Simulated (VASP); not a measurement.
# Ni (Cmce) in VASP: notebook, part 2 of 2

VASP 6.6.1. Earlier steps stand in the parts before.

## (3) Relaxation of cell and atoms, PBE, collinear spin, ferromagnetic start

This run uses another cell than the first one, of 11.17 Å³/atom.

Input file INCAR:

```
SYSTEM = Ni
PREC = Accurate
ENCUT = 600
EDIFF = 1E-6
ISMEAR = 0
SIGMA = 0.1
LREAL = .False.
LASPH = .True.
NELM = 150
ALGO = Normal
ISIF = 3
LWAVE = .False.
LCHARG = .False.
ISPIN = 2
MAGMOM = 0.77 0.77 0.77 0.77
LORBIT = 11
LMAXMIX = 4
GGA = PE
IBRION = 2
NSW = 90
EDIFFG = -0.04
```

Input file KPOINTS:

```
regular mesh
0
Gamma
  6 6 4
  0 0 0
```

Input file POSCAR:

```
Ni
1.0
    1.8737968294     -3.1757381341      0.0000000000
    1.8737968294      3.1757381341      0.0000000000
    0.0000000000      0.0000000000      3.7525785973
Ni
4
Direct
    0.1525000000      0.8475000000      0.0785000000
    0.6525000000      0.3475000000      0.4215000000
    0.8475000000      0.1525000000      0.9215000000
    0.3475000000      0.6525000000      0.5785000000
```

Potentials or basis: VASP PAW PBE potentials, release 64 (Ni).

Run with:

```sh
> cat potpaw_PBE.64/Ni/POTCAR > POTCAR
> mpirun -np 1 vasp_std > vasp.out
```

OUTCAR:

```text
SYSTEM = Ni
   PREC = Accurate
   ENCUT = 600
   EDIFF = 1E-6
   ISMEAR = 0
   LREAL = .False.
   LASPH = .True.
   NELM = 150
   ISIF = 3
   ISPIN = 2
   LORBIT = 11
   GGA = PE
   IBRION = 2
   NSW = 90
   EDIFFG = -0.04

 ion  position               nearest neighbor table
   1  0.153  0.847  0.078-   3 2.02   4 2.25   4 2.25   2 2.27   2 2.27   3 2.32   3 2.32
   2  0.653  0.347  0.422-   4 2.02   3 2.25   3 2.25   1 2.27   1 2.27   4 2.32   4 2.32
   3  0.847  0.153  0.922-   1 2.02   2 2.25   2 2.25   4 2.27   4 2.27   1 2.32   1 2.32
   4  0.347  0.653  0.578-   2 2.02   1 2.25   1 2.25   3 2.27   3 2.27   2 2.32   2 2.32

  LATTYP: Found a base centered orthorhombic cell.
 ALAT       =     3.7475936588
 B/A-ratio  =     1.6948145521
 C/A-ratio  =     1.0013301705

  Lattice vectors:

 A1 = (   1.8737968294,  -3.1757381341,   0.0000000000)
 A2 = (   1.8737968294,   3.1757381341,   0.0000000000)
 A3 = (   0.0000000000,   0.0000000000,   3.7525785973)

Analysis of symmetry for initial positions (statically):
=====================================================================
 Subroutine PRICEL returns:
 Original cell was already a primitive cell.

 Routine SETGRP: Setting up the symmetry group for a
 base centered orthorhombic supercell.

 Subroutine GETGRP returns: Found  8 space group operations
 (whereof  4 operations were pure point group operations)
 out of a pool of  8 trial point group operations.

The static configuration has the point symmetry C_2h.
 The point group associated with its full space group is D_2h.

Analysis of symmetry for dynamics (positions and initial velocities):
=====================================================================
 Subroutine PRICEL returns:
 Original cell was already a primitive cell.

 Routine SETGRP: Setting up the symmetry group for a
 base centered orthorhombic supercell.

 Subroutine GETGRP returns: Found  8 space group operations
 (whereof  4 operations were pure point group operations)
 out of a pool of  8 trial point group operations.

The dynamic configuration has the point symmetry C_2h.
 The point group associated with its full space group is D_2h.

[... 170 lines left out ...]

  FORCE on cell =-STRESS in cart. coord.  units (eV):
  Direction    XX          YY          ZZ          XY          YZ          ZX
  --------------------------------------------------------------------------------------
  -------------------------------------------------------------------------------------
  Total        7.1585846     13.6833691      8.2746856      0.0000000      0.0000000      0.0000000
  in kB      256.8093138    490.8814806    296.8486692      0.0000000      0.0000000      0.0000000
  external PRESSURE =     348.1798212 kB  Pullay stress =       0.0000000 kB
[... 95 lines left out ...]
  FREE ENERGIE OF THE ION-ELECTRON SYSTEM (eV)
  ---------------------------------------------------
  free  energy   TOTEN  =       -19.5031988389 eV

  energy  without entropy=      -19.4687169300  energy(sigma->0) =      -19.48595788

[... ionic steps 4 to 19 ...]

--------------------------------------- Ionic step       20  -------------------------------------------

 number of electron      40.0000040 magnetization      -2.6273062

------------------------ aborting loop because EDIFF is reached ----------------------------------------
[... 71 lines left out ...]
--------------------------------------- Ionic step       22  -------------------------------------------

 number of electron      40.0000040 magnetization      -2.6339867

 Free energy of the ion-electron system (eV)
  ---------------------------------------------------
  ext. energy  EPLUGINS =         0.00000000
  ---------------------------------------------------
  free energy    TOTEN  =       -20.51866621 eV

  energy without entropy =      -20.48432697  energy(sigma->0) =      -20.50149659

 E-fermi :   8.1722     XC(G=0): -12.6455

 val. band max:        8.1656024538   @ k =   0.1667  -0.0000   0.2500
 cond. band min:       8.1725744049   @ k =   0.0000   0.0000   0.2500
 fundamental gap:      0.0069719511
 Fermi energy:         8.1722453224

 spin component 1

 k-point     1 :       0.0000    0.0000    0.0000
  band No.  band energies     occupation
      1      -0.2795      1.00000
      2       4.3003      1.00000
      3       4.3937      1.00000
      4       4.7010      1.00000
      5       4.9416      1.00000
      6       5.2408      1.00000
[... 685 lines left out ...]
     25      13.1042      0.00000
     26      18.9241      0.00000

 [... further k-points ...]

 spin component 2

 k-point     1 :       0.0000    0.0000    0.0000
  band No.  band energies     occupation
      1      -0.2656      1.00000
      2       3.8578      1.00000
      3       3.9467      1.00000
      4       4.1723      1.00000
      5       4.4558      1.00000
      6       4.5992      1.00000
[... 718 lines left out ...]
  FREE ENERGIE OF THE ION-ELECTRON SYSTEM (eV)
  ---------------------------------------------------
  free  energy   TOTEN  =       -20.5186662110 eV

  energy  without entropy=      -20.4843269723  energy(sigma->0) =      -20.50149659

 reached required accuracy - stopping structural energy minimisation

 total charge

# of ion       s       p       d       tot
------------------------------------------
    1        0.499   0.443   8.333   9.276
    2        0.499   0.443   8.333   9.276
    3        0.499   0.443   8.333   9.276
    4        0.499   0.443   8.333   9.276
--------------------------------------------------
tot          1.997   1.774  33.334  37.105

 magnetization (x)

# of ion       s       p       d       tot
------------------------------------------
    1        0.005   0.018  -0.693  -0.670
    2        0.005   0.018  -0.693  -0.670
    3        0.005   0.018  -0.693  -0.670
    4        0.005   0.018  -0.693  -0.670
--------------------------------------------------
tot          0.021   0.071  -2.771  -2.679
```

CONTCAR:

```text
Ni
   1.00000000000000
     1.6102619697737182   -4.1116929256376435   -0.0000000000000000
     1.6102619697737182    4.1116929256376435    0.0000000000000000
     0.0000000000000000    0.0000000000000000    3.5997860197140752
  Ni
     4
Direct
     0.1406646602783092    0.8593353397216908    0.0002333413681519
     0.6406646602783092    0.3593353397216908    0.4997666586318480
     0.8593353397216908    0.1406646602783092    0.9997666586318480
     0.3593353397216908    0.6406646602783092    0.5002333413681520

  0.00000000E+00  0.00000000E+00  0.00000000E+00
  0.00000000E+00  0.00000000E+00  0.00000000E+00
  0.00000000E+00  0.00000000E+00  0.00000000E+00
  0.00000000E+00  0.00000000E+00  0.00000000E+00
```

Run time: 35 min. Hardware: 1 thread of Intel Xeon 8259CL, shared host; peak memory 0.25 GiB.

What came out:

```yaml
Free_energy: -20.5187 eV
Relaxed_volume: 11.92 Å³/atom
Relaxed_cell: a = 4.416 Å, b = 4.416 Å, c = 3.600 Å, α = 90.00°, β = 90.00°, γ = 137.23°
Space_group_after_relaxing_to_0.1_Å: Fmmm (No. 69)
Energy_gained_by_relaxing: 472.2 meV/atom
Ionic_steps: 22
Pressure_after_relaxing: -0.1 GPa
Largest_force_after_relaxing: 0.011 eV/Å
Net_moment: -2.63 μB per cell
Site_moments: Ni -0.67 μB
Valence_electrons_inside_the_program's_atomic_spheres: Ni 9.28
```

Forces in eV/Å, atoms in the order of the input:
```
Ni   0.000 -0.006 -0.009
Ni   0.000 -0.006  0.009
Ni   0.000  0.006  0.009
Ni   0.000  0.006 -0.009
```

The path:
| step | energy change (eV) | largest force (eV/Å) | pressure (GPa) | volume (Å³) |
| --- | --- | --- | --- | --- |
| 1 | 0.0000 | 0.9515 | 34.82 | 44.66 |
| 2 | -0.4098 | 0.2594 | -14.06 | 62.16 |
| 3 | -0.8732 | 0.3158 | -0.76 | 53.33 |
| 4 | -0.8733 | 0.3136 | -0.31 | 53.14 |
| 5 | -0.9035 | 0.3498 | -0.27 | 53.03 |
| 6 | -1.0053 | 0.4745 | -0.25 | 52.65 |
| 7 | -1.2579 | 0.7471 | -0.89 | 51.71 |
| 8 | -1.7676 | 0.8731 | -1.06 | 49.16 |
| 9 | -1.6807 | 1.1851 | 3.02 | 47.86 |
| 10 | -1.7785 | 0.8774 | -0.58 | 48.91 |
| 11 | -1.8030 | 0.7568 | -0.91 | 48.77 |
| 12 | -1.8134 | 0.6759 | -1.02 | 48.61 |
| 13 | -1.8328 | 0.5834 | -1.10 | 48.51 |
| 14 | -1.8727 | 0.2862 | -1.14 | 48.21 |
| 15 | -1.8548 | 0.4479 | 0.09 | 47.60 |
| 16 | -1.8825 | 0.0665 | -0.86 | 48.00 |
| 17 | -1.8826 | 0.0447 | -0.83 | 47.97 |
| 18 | -1.8853 | 0.0371 | -0.28 | 47.78 |
| 19 | -1.8871 | 0.0348 | 1.23 | 47.32 |
| 20 | -1.8873 | 0.0326 | 0.87 | 47.43 |
| 21 | -1.8886 | 0.0091 | 0.30 | 47.57 |
| 22 | -1.8887 | 0.0106 | -0.10 | 47.67 |

Final structure:
```
CELL_PARAMETERS angstrom
1.61026 -4.11169 0.00000
1.61026 4.11169 0.00000
0.00000 0.00000 3.59979
ATOMIC_POSITIONS crystal
Ni 0.14066 0.85934 0.00023
Ni 0.64066 0.35934 0.49977
Ni 0.85934 0.14066 0.99977
Ni 0.35934 0.64066 0.50023
```

Levels at points of the mesh, in eV from the Fermi level:
Spin up:
```
           k point  band 15  band 16  band 17  band 18  band 19  band 20  band 21  band 22  band 23  band 24
(0.00, 0.00, 0.00)    -0.25    -0.21    -0.20     0.18     0.43     0.48     0.69     0.73     2.55     5.73
(0.50, 0.00, 0.00)    -1.03    -1.03    -0.44    -0.44    -0.14    -0.14     0.17     0.17     3.23     3.23
(0.50, 0.50, 0.00)    -0.08     0.03     0.12     0.21     0.33     0.41     0.66     0.77     5.40     5.70
(0.00, 0.00, 0.50)    -1.00    -1.00    -0.85    -0.85    -0.38    -0.38    -0.22    -0.22     5.42     5.42
(0.50, 0.00, 0.50)    -0.85    -0.85    -0.26    -0.26     0.09     0.09     1.31     1.31     2.55     2.55
(0.50, 0.50, 0.50)    -0.88    -0.88    -0.56    -0.56     0.26     0.26     0.58     0.58     0.83     0.83
```
Spin down:
| k point | band 20 | band 21 | band 22 | band 23 | band 24 | band 25 |
| --- | --- | --- | --- | --- | --- | --- |
| (0.00, 0.00, 0.00) | -0.14 | -0.10 | 0.45 | 2.57 | 5.35 | 8.21 |
| (0.50, 0.00, 0.00) | -0.89 | -0.46 | -0.46 | 2.89 | 2.89 | 9.21 |
| (0.50, 0.50, 0.00) | -0.40 | -0.17 | -0.06 | 5.40 | 5.56 | 7.24 |
| (0.00, 0.00, 0.50) | -1.15 | -0.95 | -0.95 | 5.23 | 5.23 | 6.74 |
| (0.50, 0.00, 0.50) | -0.67 | 0.71 | 0.71 | 2.27 | 2.27 | 3.50 |
| (0.50, 0.50, 0.50) | -0.54 | 0.09 | 0.09 | 0.19 | 0.19 | 10.09 |

Caveat: the k points lie up to 0.44 Å⁻¹ apart in the final cell; a cell axis changed by over 15 % at a fixed basis, so the end point is rough.
